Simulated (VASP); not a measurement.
# Se (P6/mmm) in VASP: notebook

Se is run at these levels: PBE; tasks: single point, relaxation of cell and atoms.

Everything below comes from runs of VASP 6.6.1. Logs are shortened: lines on timing, memory, paths and dates and some standing lists are left out, and cuts for length are marked.

**1. The cell of the first run**

The structure is hexagonal, space group P6/mmm (No. 191). Conventional cell: a = 7.748 Å, b = 7.748 Å, c = 4.474 Å, α = 90.00°, β = 90.00°, γ = 120.00°. Se (site symmetry mm2) has 6 Se at 2.65 to 3.15 Å within 3.5 Å. Within 3.8 Å of Se (site symmetry -6m2) lie 6 Se at 2.88 Å.

The cell was built from a structure type or drawn by symmetry, and may not be a known phase.

**2. Single point, PBE**

Input file INCAR:

```
  PREC = Accurate
  ENCUT = 520
  EDIFF = 1E-6
  ISMEAR = 0
  SIGMA = 0.1
  LREAL = F
  LASPH = T
  NELM = 100
  ALGO = Normal
  ISIF = 2
  LWAVE = F
  LCHARG = F
  GGA = PE
  NBANDS = 34
```

Input file KPOINTS:

```
regular mesh
0
Gamma
  6 6 8
```

Input file POSCAR:

```
Se
1.0
    7.7478634718      0.0000000000      0.0000000000
   -3.8739317359      6.7098465916      0.0000000000
    0.0000000000      0.0000000000      4.4735519265
Se
8
Direct
    0.8023334453      0.1976665547      0.5000000000
    0.8023334453      0.6046668906      0.5000000000
    0.3953331094      0.1976665547      0.5000000000
    0.1976665547      0.8023334453      0.5000000000
    0.1976665547      0.3953331094      0.5000000000
    0.6046668906      0.8023334453      0.5000000000
    0.3333333333      0.6666666667      0.0000000000
    0.6666666667      0.3333333333      0.0000000000
```

Potentials or basis: VASP PAW PBE potentials, release 64 (Se).

On the command line:

```sh
$ cat potpaw_PBE.64/Se/POTCAR > POTCAR
$ mpirun -np 1 vasp_std > vasp.out
```

OUTCAR:

```text
PREC = Accurate
   ENCUT = 520
   EDIFF = 1E-6
   ISMEAR = 0
   LREAL = F
   LASPH = T
   NELM = 100
   ISIF = 2
   GGA = PE

 ion  position               nearest neighbor table
   1  0.802  0.198  0.500-   6 2.65   5 2.65
   2  0.802  0.605  0.500-   4 2.65   6 2.65
   3  0.395  0.198  0.500-   4 2.65   5 2.65
   4  0.198  0.802  0.500-   3 2.65   2 2.65
   5  0.198  0.395  0.500-   1 2.65   3 2.65
   6  0.605  0.802  0.500-   1 2.65   2 2.65
   7  0.333  0.667  0.000-
   8  0.667  0.333  0.000-

  LATTYP: Found a hexagonal cell.
 ALAT       =     7.7478634718
 C/A-ratio  =     0.5773916826

  Lattice vectors:

 A1 = (   7.7478634718,   0.0000000000,   0.0000000000)
 A2 = (  -3.8739317359,   6.7098465916,   0.0000000000)
 A3 = (   0.0000000000,   0.0000000000,   4.4735519265)

Analysis of symmetry for initial positions (statically):
=====================================================================
 Subroutine PRICEL returns:
 Original cell was already a primitive cell.

 Routine SETGRP: Setting up the symmetry group for a
 hexagonal supercell.

 Subroutine GETGRP returns: Found 24 space group operations
 (whereof 24 operations were pure point group operations)
 out of a pool of 24 trial point group operations.

The static configuration has the point symmetry D_6h.

Analysis of symmetry for dynamics (positions and initial velocities):
=====================================================================
 Subroutine PRICEL returns:
 Original cell was already a primitive cell.

 Routine SETGRP: Setting up the symmetry group for a
 hexagonal supercell.

 Subroutine GETGRP returns: Found 24 space group operations
 (whereof 24 operations were pure point group operations)
 out of a pool of 24 trial point group operations.

The dynamic configuration has the point symmetry D_6h.

 Subroutine INISYM returns: Found 24 space group operations
 (whereof 24 operations are pure point group operations),
 and found     1 'primitive' translations

----------------------------------------------------------------------------------------

                                     Primitive cell

  volume of cell :     232.5664

  direct lattice vectors                    reciprocal lattice vectors
     7.747863472  0.000000000  0.000000000     0.129067840  0.074517352  0.000000000
[... 103 lines left out ...]
   NFREE  =      0    steps in history (QN), initial steepest desc. (CG)
   ISIF   =      2    stress and relaxation
   ISYM   =      2    0-nonsym 1-usesym 2-fastsym
   POTIM  = 0.5000    time-step for ionic-motion
   TEBEG  =    0.0;   TEEND  =   0.0 temperature during run
   PSTRESS=    0.0 pullay stress
   NELECT =      48.0000    total number of electrons
   NUPDOWN=      -1.0000    fix difference up-down
   EMIN   =  10.00;   EMAX   =-10.00  energy-range for DOS
   EFERMI =   0.00;   METHOD = LEGACY
   ISMEAR =     0;   SIGMA  =   0.10  broadening in eV -4-tet -1-fermi 0-gaus
   EFERMI_NEDOS =   21; number of points for ismear=-14 and -15
   IALGO  =     38    algorithm
   IMIX   =      4    mixing-type and parameters
     AMIX     =   0.40;   BMIX     =  1.00
     AMIX_MAG =   1.60;   BMIX_MAG =  1.00
  volume/ion in A,a.u.               =      29.07       196.18
  Fermi-wavevector in a.u.,A,eV,Ry     =   0.967475  1.828262 12.735149  0.936007
  Thomas-Fermi vector in A             =   2.097363
   LORBIT       =      0    0 simple, 1 ext, 2 COOP (PROOUT), +10 PAW based schemes
   GGA     = PE    functional components
   LHFCALC =     F    Hartree Fock is set to
   AEXX    =    0.0000 exact exchange contribution
   IVDW    =     0    specifies the selected vdW correction
   LEPSILON=     F    determine dielectric tensor
   LRPA    =     F    only Hartree local field effects (RPA)
 non-spin polarized calculation
 Gauss-broadening in eV      SIGMA  =   0.10
  energy-cutoff  :      520.00
  volume of cell :      232.57
 maximum number of plane-waves:      6287
 NGX is ok and might be reduce to    60
   NGX = 29   NGY = 29   NGZ = 17

 number of electron      47.9999997 magnetization

 Free energy of the ion-electron system (eV)
  ---------------------------------------------------
  ext. energy  EPLUGINS =         0.00000000
  ---------------------------------------------------
  free energy    TOTEN  =       -24.11179732 eV

  energy without entropy =      -24.08680953  energy(sigma->0) =      -24.09930343

 E-fermi :   2.4749     XC(G=0):  -8.4802

 val. band max:        2.4710081510   @ k =   0.3333   0.0000   0.5000
 cond. band min:       2.5441853647   @ k =   0.3333   0.3333   0.2500
 fundamental gap:      0.0731772137
 Fermi energy:         2.4748566532

 k-point     1 :       0.0000    0.0000    0.0000
  band No.  band energies     occupation
      1     -13.0525      2.00000
      2     -11.7737      2.00000
      3     -11.0940      2.00000
      4     -11.0940      2.00000
      5      -9.9575      2.00000
      6      -9.9575      2.00000
[... 877 lines left out ...]
     33       8.0875      0.00000
     34       8.2045      0.00000

 [... further k-points ...]

------------------------ aborting loop because EDIFF is reached ----------------------------------------

  FORCE on cell =-STRESS in cart. coord.  units (eV):
  Direction    XX          YY          ZZ          XY          YZ          ZX
  --------------------------------------------------------------------------------------
  -------------------------------------------------------------------------------------
  Total        0.0203481      0.0203481      0.0250498      0.0000000      0.0000000      0.0000000
  in kB        0.1401803      0.1401803      0.1725707      0.0000000      0.0000000      0.0000000
  external PRESSURE =       0.1509771 kB  Pullay stress =       0.0000000 kB

 VOLUME and BASIS-vectors are now :
 -----------------------------------------------------------------------------
  energy-cutoff  :      520.00
  volume of cell :      232.57
      direct lattice vectors                 reciprocal lattice vectors
     7.747863472  0.000000000  0.000000000     0.129067840  0.074517352  0.000000000
    -3.873931736  6.709846592  0.000000000     0.000000000  0.149034704  0.000000000
     0.000000000  0.000000000  4.473551926     0.000000000  0.000000000  0.223536022

 POSITION                                       TOTAL-FORCE (eV/Angst)
 -----------------------------------------------------------------------------------
      5.45062      1.32631      2.23678        -0.001247      0.000720     -0.000000
      3.87393      4.05722      2.23678        -0.000000     -0.001439      0.000000
      2.29724      1.32631      2.23678         0.001247      0.000720     -0.000000
     -1.57669      5.38353      2.23678         0.001247     -0.000720      0.000000
      0.00000      2.65262      2.23678        -0.000000      0.001439     -0.000000
      1.57669      5.38353      2.23678        -0.001247     -0.000720      0.000000
     -0.00000      4.47323      0.00000        -0.000000     -0.000000     -0.000000
      3.87393      2.23662      0.00000        -0.000000     -0.000000      0.000000
 -----------------------------------------------------------------------------------
    total drift:                                0.000000      0.000000      0.000000

  FREE ENERGIE OF THE ION-ELECTRON SYSTEM (eV)
  ---------------------------------------------------
  free  energy   TOTEN  =       -24.1117973236 eV

  energy  without entropy=      -24.0868095284  energy(sigma->0) =      -24.09930343
```

stdout:

```text
POSCAR found type information on POSCAR Se
 POSCAR found :  1 types and       8 ions
 scaLAPACK will be used
 LDA part: xc-table for (Slater+PW92), standard interpolation
 POSCAR, INCAR and KPOINTS ok, starting setup
 FFT: planning ... GRIDC
 FFT: planning ... GRID_SOFT
 FFT: planning ... GRID
 WAVECAR not read
 entering main loop
```

Run time: 7.4 min. Hardware: 1 thread of Intel Xeon 8259CL, shared host; peak memory 0.45 GiB.

Results:

| Property | Result |
| --- | --- |
| Free energy | -24.1118 eV |
| Pressure | 0.0 GPa |
| Band gap on the k mesh | zero (bands 24 and 25 overlap by 1.11 eV) |

**3. Relaxation of cell and atoms, PBE**

This run uses another cell than the first one, of 29.22 Å³/atom.

Input file INCAR:

```
PREC = Accurate ; ENCUT = 600
EDIFF = 1E-7 ; ISMEAR = 0
SIGMA = 0.1 ; LREAL = F
LASPH = T ; NELM = 100
ALGO = Normal ; ISIF = 3
LWAVE = F ; LCHARG = F
GGA = PE ; IBRION = 2
NSW = 100 ; EDIFFG = -0.01
```

KPOINTS is that of step 2.

Input file POSCAR:

```
Se
1.0
    7.7586778654      0.0000000000      0.0000000000
   -3.8793389327      6.7192121313      0.0000000000
    0.0000000000      0.0000000000      4.4845707714
Se
8
Direct
    0.8047485203      0.1952514797      0.5000000000
    0.8047485203      0.6094970405      0.5000000000
    0.3905029595      0.1952514797      0.5000000000
    0.1952514797      0.8047485203      0.5000000000
    0.1952514797      0.3905029595      0.5000000000
    0.6094970405      0.8047485203      0.5000000000
    0.3333333333      0.6666666667      0.0000000000
    0.6666666667      0.3333333333      0.0000000000
```

Potentials or basis: VASP PAW PBE potentials, release 64 (Se).

On the command line:

```sh
$ cat potpaw_PBE.64/Se/POTCAR > POTCAR
$ mpirun -np 1 vasp_std > vasp.out
```

Run time: 45 min. Hardware: 1 thread of Intel Xeon 8259CL, shared host; peak memory 0.54 GiB.

Results (log left out):

- Free energy: -24.1120 eV
- Relaxed volume: 29.10 Å³/atom
- Relaxed cell: a = 7.748 Å, b = 7.748 Å, c = 4.478 Å, α = 90.00°, β = 90.00°, γ = 120.00°
- Space group after relaxing (to 0.1 Å): P6/mmm (No. 191)
- Energy gained by relaxing: 1.3 meV/atom
- Ionic steps: 9
- Pressure after relaxing: 0.0 GPa
- Largest force after relaxing: 0.005 eV/Å
- Band gap on the k mesh: zero (bands 24 and 25 overlap by 1.11 eV)

Forces in eV/Å, atoms in the order of the input:
```
Se  -0.004  0.002  0.000
Se   0.000 -0.005  0.000
Se   0.004  0.002  0.000
Se   0.004 -0.002  0.000
Se   0.000  0.005  0.000
Se  -0.004 -0.002  0.000
Se   0.000  0.000  0.000
Se   0.000  0.000  0.000
```

The path:
| step | energy change (eV) | largest force (eV/Å) | pressure (GPa) | volume (Å³) |
| --- | --- | --- | --- | --- |
| 1 | 0.0000 | 0.0947 | -0.30 | 233.79 |
| 2 | -0.0040 | 0.0790 | 0.06 | 231.92 |
| 3 | -0.0043 | 0.0731 | 0.19 | 231.31 |
| 4 | -0.0071 | 0.0534 | 0.14 | 231.58 |
| 5 | -0.0096 | 0.0072 | 0.03 | 232.26 |
| 6 | -0.0096 | 0.0104 | 0.04 | 232.21 |
| 7 | -0.0102 | 0.0098 | -0.03 | 232.62 |
| 8 | -0.0104 | 0.0088 | -0.12 | 233.15 |
| 9 | -0.0107 | 0.0048 | -0.03 | 232.77 |

Final structure:
```xyz
8
Lattice="7.7478 0.0000 0.0000 -3.8739 6.7098 0.0000 0.0000 0.0000 4.4776" Properties=species:S:1:pos:R:3 pbc="T T T"
Se    5.4512    1.3259    2.2388
Se    3.8739    4.0580    2.2388
Se    2.2966    1.3259    2.2388
Se   -1.5773    5.3839    2.2388
Se    0.0000    2.6518    2.2388
Se    1.5773    5.3839    2.2388
Se    0.0000    4.4732    0.0000
Se    3.8739    2.2366    0.0000
```

Levels at points of the mesh, in eV from the Fermi level:
| k point | band 21 | band 22 | band 23 | band 24 | band 25 | band 26 | band 27 | band 28 |
| --- | --- | --- | --- | --- | --- | --- | --- | --- |
| (0.00, 0.00, 0.00) | -1.35 | -1.35 | -1.28 | -0.44 | -0.44 | 0.28 | 0.51 | 0.51 |
| (0.50, 0.00, 0.00) | -1.24 | -1.14 | -0.89 | -0.83 | -0.61 | 0.00 | 1.07 | 1.34 |
| (0.00, 0.00, 0.50) | -0.54 | -0.54 | -0.24 | 0.29 | 0.29 | 0.30 | 1.28 | 1.28 |
| (0.50, 0.00, 0.50) | -1.25 | -0.76 | -0.14 | 0.16 | 0.58 | 0.82 | 1.20 | 1.36 |
